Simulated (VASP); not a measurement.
# Co (P6_3/mmc) in VASP: a series of runs, part 2 of 2

VASP 6.6.1. Earlier steps stand in the parts before.

## 3. Single point, revPBE, collinear spin, ferromagnetic start (10.20 Å³/atom)

This run uses another cell than the first one, of 10.20 Å³/atom.

The input, INCAR:

```
PREC = Accurate
ENCUT = 520
EDIFF = 1E-6
ISMEAR = -1
SIGMA = 0.05
LREAL = False
LASPH = True
NELM = 150
ALGO = Normal
ISIF = 2
LWAVE = False
LCHARG = False
ISPIN = 2
MAGMOM = 1.714 1.714
LORBIT = 11
LMAXMIX = 4
GGA = RE
NBANDS = 20
```

The input, KPOINTS:

```
Automatic mesh
0
Gamma
  23 23 13
```

The input, POSCAR:

```
Co
1.0
    2.4433861319      0.0000000000      0.0000000000
   -1.2216930659      2.1160344615      0.0000000000
    0.0000000000      0.0000000000      3.9449699652
Co
2
Direct
    0.3333333333      0.6666666667      0.2500000000
    0.6666666667      0.3333333333      0.7500000000
```

Potentials or basis: VASP PAW PBE potentials, release 64 (Co).

Launch:

```
$ cat potpaw_PBE.64/Co/POTCAR > POTCAR
$ mpirun -np 1 vasp_std > vasp.out
```

OUTCAR:

```text
PREC = Accurate
   ENCUT = 520
   EDIFF = 1E-6
   ISMEAR = -1
   LREAL = False
   LASPH = True
   NELM = 150
   ISIF = 2
   ISPIN = 2
   LORBIT = 11
   GGA = RE

 ion  position               nearest neighbor table
   1  0.333  0.667  0.250-   2 2.43   2 2.43   2 2.43   2 2.43   2 2.43   2 2.43
   2  0.667  0.333  0.750-   1 2.43   1 2.43   1 2.43   1 2.43   1 2.43   1 2.43

  LATTYP: Found a hexagonal cell.
 ALAT       =     2.4433861319
 C/A-ratio  =     1.6145503626

  Lattice vectors:

 A1 = (   2.4433861319,   0.0000000000,   0.0000000000)
 A2 = (  -1.2216930659,   2.1160344615,   0.0000000000)
 A3 = (   0.0000000000,   0.0000000000,   3.9449699652)

Analysis of symmetry for initial positions (statically):
=====================================================================
 Subroutine PRICEL returns:
 Original cell was already a primitive cell.

 Routine SETGRP: Setting up the symmetry group for a
 hexagonal supercell.

 Subroutine GETGRP returns: Found 24 space group operations
 (whereof 12 operations were pure point group operations)
 out of a pool of 24 trial point group operations.

The static configuration has the point symmetry D_3d.
 The point group associated with its full space group is D_6h.

Analysis of symmetry for dynamics (positions and initial velocities):
=====================================================================
 Subroutine PRICEL returns:
 Original cell was already a primitive cell.

 Routine SETGRP: Setting up the symmetry group for a
 hexagonal supercell.

 Subroutine GETGRP returns: Found 24 space group operations
 (whereof 12 operations were pure point group operations)
 out of a pool of 24 trial point group operations.

The dynamic configuration has the point symmetry D_3d.
 The point group associated with its full space group is D_6h.

Analysis of structural, dynamic, and magnetic symmetry:
=====================================================================
 Subroutine PRICEL returns:
 Original cell was already a primitive cell.

 Routine SETGRP: Setting up the symmetry group for a
 hexagonal supercell.

 Subroutine GETGRP returns: Found 24 space group operations
 (whereof 12 operations were pure point group operations)
 out of a pool of 24 trial point group operations.

The overall configuration has the point symmetry D_3d.
 The point group associated with its full space group is D_6h.

 Subroutine INISYM returns: Found 24 space group operations
 (whereof 12 operations are pure point group operations),
 and found     1 'primitive' translations

----------------------------------------------------------------------------------------

                                     Primitive cell

  volume of cell :      20.3966

  direct lattice vectors                    reciprocal lattice vectors
     2.443386132  0.000000000  0.000000000     0.409268100  0.236291048  0.000000000
    -1.221693066  2.116034461  0.000000000     0.000000000  0.472582096  0.000000000
     0.000000000  0.000000000  3.944969965     0.000000000  0.000000000  0.253487354

  length of vectors
     2.443386132  2.443386132  3.944969965     0.472582096  0.472582096  0.253487354

  position of ions in fractional coordinates (direct lattice)
[... 64 lines left out ...]
   dimension x,y,z NGX =    18 NGY =   18 NGZ =   30
   dimension x,y,z NGXF=    36 NGYF=   36 NGZF=   60
   ions per type =               2
   NGX,Y,Z   is equivalent  to a cutoff of  12.25, 12.25, 12.64 a.u.
   NGXF,Y,Z  is equivalent  to a cutoff of  24.49, 24.49, 25.28 a.u.
 SYSTEM =  unknown system
   PREC   = accura    normal or accurate (medium, high low for compatibility)
   ISTART =      0    job   : 0-new  1-cont  2-samecut
   ICHARG =      2    charge: 1-file 2-atom 10-const
   ISPIN  =      2    spin polarized calculation?
   LNONCOLLINEAR =      F non collinear calculations
   LSORBIT =      F    spin-orbit coupling
   LASPH  =      T    aspherical Exc in radial PAW
   ENCUT  =  520.0 eV  38.22 Ry    6.18 a.u.   4.54  4.54  7.34*2*pi/ulx,y,z
   NELM   =    150;   NELMIN=  2; NELMDL= -5     # of ELM steps
   EDIFF  = 0.1E-05   stopping-criterion for ELM
   LREAL  =      F    real-space projection
   EDIFFG = 0.1E-04   stopping-criterion for IOM
   NSW    =      0    number of steps for IOM
   IBRION =     -1    ionic relax: 0-MD 1-quasi-New 2-CG
   NFREE  =      0    steps in history (QN), initial steepest desc. (CG)
   ISIF   =      2    stress and relaxation
   ISYM   =      2    0-nonsym 1-usesym 2-fastsym
   POTIM  = 0.5000    time-step for ionic-motion
   TEBEG  =    0.0;   TEEND  =   0.0 temperature during run
   PSTRESS=    0.0 pullay stress
   NELECT =      18.0000    total number of electrons
   NUPDOWN=      -1.0000    fix difference up-down
   EMIN   =  10.00;   EMAX   =-10.00  energy-range for DOS
   EFERMI =   0.00;   METHOD = LEGACY
   ISMEAR =    -1;   SIGMA  =   0.05  broadening in eV -4-tet -1-fermi 0-gaus
   EFERMI_NEDOS =   21; number of points for ismear=-14 and -15
   IALGO  =     38    algorithm
   IMIX   =      4    mixing-type and parameters
     AMIX     =   0.40;   BMIX     =  1.00
     AMIX_MAG =   1.60;   BMIX_MAG =  1.00
  volume/ion in A,a.u.               =      10.20        68.82
  Fermi-wavevector in a.u.,A,eV,Ry     =   1.570289  2.967415 33.549332  2.465806
  Thomas-Fermi vector in A             =   2.672044
   LORBIT       =     11    0 simple, 1 ext, 2 COOP (PROOUT), +10 PAW based schemes
   GGA     = RE    functional components
   LHFCALC =     F    Hartree Fock is set to
   AEXX    =    0.0000 exact exchange contribution
   IVDW    =     0    specifies the selected vdW correction
   LEPSILON=     F    determine dielectric tensor
   LRPA    =     F    only Hartree local field effects (RPA)
 spin polarized calculation
  energy-cutoff  :      520.00
  volume of cell :       20.40
 maximum number of plane-waves:       569
   NGX =  9   NGY =  9   NGZ = 15

 number of electron      17.9999975 magnetization       3.1245134

 Free energy of the ion-electron system (eV)
  ---------------------------------------------------
  ext. energy  EPLUGINS =         0.00000000
  ---------------------------------------------------
  free energy    TOTEN  =       -13.16259576 eV

  energy without entropy =      -13.14953151  energy(sigma->0) =      -13.15606364

 E-fermi :  11.2512     XC(G=0): -13.6949

 val. band max:       11.2510253266   @ k =   0.1739   0.0435   0.0769
 cond. band min:      11.2517350555   @ k =   0.2174   0.1304   0.0769
 fundamental gap:      0.0007097289
 Fermi energy:        11.2511960266

 spin component 1

 k-point     1 :       0.0000    0.0000    0.0000
  band No.  band energies     occupation
      1       2.0054      1.00000
      2       5.8353      1.00000
      3       8.5566      1.00000
      4       8.5689      1.00000
      5       8.5689      1.00000
      6       8.9158      1.00000
[... 541 lines left out ...]
     19      37.3009      0.00000
     20      40.6436      0.00000

 [... further k-points ...]

 spin component 2

 k-point     1 :       0.0000    0.0000    0.0000
  band No.  band energies     occupation
      1       1.9703      1.00000
      2       6.7535      1.00000
      3      10.1708      1.00000
      4      10.1834      1.00000
      5      10.1834      1.00000
      6      10.5871      1.00000
[... 541 lines left out ...]
     19      37.3132      0.00000
     20      40.7527      0.00000

 [... further k-points ...]
[... 5 lines left out ...]
  --------------------------------------------------------------------------------------
  -------------------------------------------------------------------------------------
  Total        2.4026707      2.4026707      2.4644124      0.0000000     -0.0000000      0.0000000
  in kB      188.7323226    188.7323226    193.5822060      0.0000000     -0.0000000      0.0000000
  external PRESSURE =     190.3489504 kB  Pullay stress =       0.0000000 kB

 VOLUME and BASIS-vectors are now :
 -----------------------------------------------------------------------------
  energy-cutoff  :      520.00
  volume of cell :       20.40
      direct lattice vectors                 reciprocal lattice vectors
     2.443386132  0.000000000  0.000000000     0.409268100  0.236291048  0.000000000
    -1.221693066  2.116034461  0.000000000     0.000000000  0.472582096  0.000000000
     0.000000000  0.000000000  3.944969965     0.000000000  0.000000000  0.253487354

 POSITION                                       TOTAL-FORCE (eV/Angst)
 -----------------------------------------------------------------------------------
     -0.00000      1.41069      0.98624         0.000000      0.000000      0.000000
      1.22169      0.70534      2.95873        -0.000000     -0.000000      0.000000
 -----------------------------------------------------------------------------------
    total drift:                               -0.000000     -0.000000     -0.000000

  FREE ENERGIE OF THE ION-ELECTRON SYSTEM (eV)
  ---------------------------------------------------
  free  energy   TOTEN  =       -13.1625957618 eV

  energy  without entropy=      -13.1495315145  energy(sigma->0) =      -13.15606364

 total charge

# of ion       s       p       d       tot
------------------------------------------
    1        0.517   0.579   7.307   8.403
    2        0.517   0.579   7.307   8.403
--------------------------------------------------
tot          1.034   1.158  14.614  16.806

 magnetization (x)

# of ion       s       p       d       tot
------------------------------------------
    1       -0.017  -0.060   1.649   1.572
    2       -0.017  -0.060   1.649   1.572
--------------------------------------------------
tot         -0.034  -0.120   3.298   3.145
```

OSZICAR:

```text
N       E                     dE             d eps       ncg     rms          rms(c)
DAV:   1     0.861914560297E+02    0.86191E+02   -0.78785E+03 33268   0.121E+03
DAV:   2    -0.104640998197E+02   -0.96656E+02   -0.86883E+02 31780   0.219E+02
DAV:   3    -0.150352455443E+02   -0.45711E+01   -0.43808E+01 35580   0.572E+01
DAV:   4    -0.151040545421E+02   -0.68809E-01   -0.68756E-01 38044   0.619E+00
DAV:   5    -0.151061025187E+02   -0.20480E-02   -0.20479E-02 36584   0.103E+00    0.155E+01
DAV:   6    -0.134712714699E+02    0.16348E+01   -0.62749E+00 35768   0.527E+01    0.664E+00
DAV:   7    -0.131992254746E+02    0.27205E+00   -0.90427E-01 37960   0.181E+01    0.400E+00
DAV:   8    -0.131765531388E+02    0.22672E-01   -0.17095E-02 40596   0.137E+00    0.204E+00
DAV:   9    -0.131619006719E+02    0.14652E-01   -0.24512E-03 52416   0.910E-01    0.581E-01
DAV:  10    -0.131623973112E+02   -0.49664E-03   -0.20019E-03 45104   0.672E-01    0.157E-01
DAV:  11    -0.131625964085E+02   -0.19910E-03   -0.19072E-04 44700   0.195E-01    0.247E-02
DAV:  12    -0.131625950710E+02    0.13375E-05   -0.77279E-06 36604   0.223E-02    0.136E-02
DAV:  13    -0.131625963751E+02   -0.13041E-05   -0.18191E-06 29864   0.180E-02    0.765E-03
DAV:  14    -0.131625957618E+02    0.61327E-06   -0.57816E-07 20032   0.820E-03
   1 F= -.13162596E+02 E0= -.13156064E+02  d E =-.130642E-01  mag=     3.1247
```

stdout:

```text
POSCAR found type information on POSCAR Co
 POSCAR found :  1 types and       2 ions
 scaLAPACK will be used
 -----------------------------------------------------------------------------
|                                                                             |
|                                                                             |
|     You enforced a specific xc type in the INCAR file but a different       |
|     I HOPE YOU KNOW WHAT YOU ARE DOING!                                     |
|                                                                             |
 -----------------------------------------------------------------------------

 LDA part: xc-table for (Slater+PW92), standard interpolation
 POSCAR, INCAR and KPOINTS ok, starting setup
 FFT: planning ... GRIDC
 FFT: planning ... GRID_SOFT
 FFT: planning ... GRID
 WAVECAR not read
 entering main loop
```

Wall time 1.9 min (1 thread of Intel Xeon 6975P-C (Granite Rapids), shared host); peak memory 0.31 GiB.

What came out:

| Item | Value |
| --- | --- |
| Free energy | -13.1626 eV |
| Pressure | 19.0 GPa |
| Net moment | 3.12 μB per cell |
| Site moments | Co +1.57 μB |
| Valence electrons inside the program's atomic spheres | Co 8.40 |

Stress tensor (GPa, compression positive):
```
18.87  0.00  0.00
 0.00 18.87  0.00
 0.00  0.00 19.36
```

Caveat: the cell stands under pressure; the PAW data sets were made with another functional, which shifts forces and pressure a little.

## 4. Single point, revPBE, collinear spin, ferromagnetic start (10.64 Å³/atom)

This run uses another cell than the first one, of 10.64 Å³/atom.

The input, INCAR:

```
SYSTEM = Co
PREC = Accurate ; ENCUT = 520
EDIFF = 1E-6 ; ISMEAR = -1
SIGMA = 0.05 ; LREAL = .FALSE.
LASPH = .TRUE. ; NELM = 150
ALGO = Normal ; ISIF = 2
LWAVE = .FALSE. ; LCHARG = .TRUE.
ISPIN = 2 ; MAGMOM = 1.714 1.714
LORBIT = 11 ; LMAXMIX = 4
GGA = RE ; LELF = .TRUE.
LVHAR = .TRUE. ; NBANDS = 20
```

The input, KPOINTS:

```
regular mesh
0
G
  23 23 13
  0 0 0
```

The input, POSCAR:

```
Co
1.0
    2.4782963646      0.0000000000      0.0000000000
   -1.2391481823      2.1462676098      0.0000000000
    0.0000000000      0.0000000000      4.0013342941
Co
2
Direct
    0.3333333333      0.6666666667      0.2500000000
    0.6666666667      0.3333333333      0.7500000000
```

Launch:

```
$ cat potpaw_PBE.64/Co/POTCAR > POTCAR
$ mpirun -np 1 vasp_std > vasp.out
```

It took 1.8 min on 1 thread of Intel Xeon 6975P-C (Granite Rapids), shared host; peak memory 0.32 GiB.

It converged, with:

```
Free energy                                           : -13.2359 eV
Pressure                                              : 7.9 GPa
Net moment                                            : 3.17 μB per cell
Site moments                                          : Co +1.60 μB
Valence electrons inside the program's atomic spheres : Co 8.31
```

Stress tensor (GPa, compression positive):
```
7.68 0.00 0.00
0.00 7.68 0.00
0.00 0.00 8.23
```

Levels at points of the mesh, in eV from the Fermi level:
Spin up:
```csv
k point,band 8,band 9,band 10,band 11,band 12,band 13,band 14,band 15
"(0.00, 0.00, 0.00)",-1.96,-1.96,-0.83,-0.83,-0.05,6.57,22.12,24.91
```
Spin down:
```tsv
k point	band 3	band 4	band 5	band 6	band 7	band 8	band 9	band 10	band 11	band 12
(0.00, 0.00, 0.00)	-1.00	-0.99	-0.99	-0.61	-0.61	-0.18	-0.18	-0.16	1.07	1.07
```

Caveat: the cell stands under pressure; the PAW data sets were made with another functional, which shifts forces and pressure a little.

## 5. The runs side by side

| cell | gap on the mesh (eV) | pressure (GPa) | moment (μB) |
| --- | --- | --- | --- |
| a = 2.407, b = 2.407, c = 3.887 Å, angles 90.0, 90.0, 120.0°, 2 atoms | none | 33.2 | 3.07 |
| a = 2.443, b = 2.443, c = 3.945 Å, angles 90.0, 90.0, 120.0°, 2 atoms | none | 19.0 | 3.12 |
| a = 2.478, b = 2.478, c = 4.001 Å, angles 90.0, 90.0, 120.0°, 2 atoms | none | 7.9 | 3.17 |

Alike in all rows: task single point; level revPBE; potentials or basis VASP PAW PBE potentials, release 64 (Co); spin collinear, ferromagnetic start; k mesh 23 × 23 × 13; cutoff (eV) 520; smearing fermi-dirac 0.05 eV.

Caveats: the cell stands under pressure; the PAW data sets were made with another functional, which shifts forces and pressure a little.

Total energies depend on the potentials used, so only differences within one code and one set of settings carry meaning.
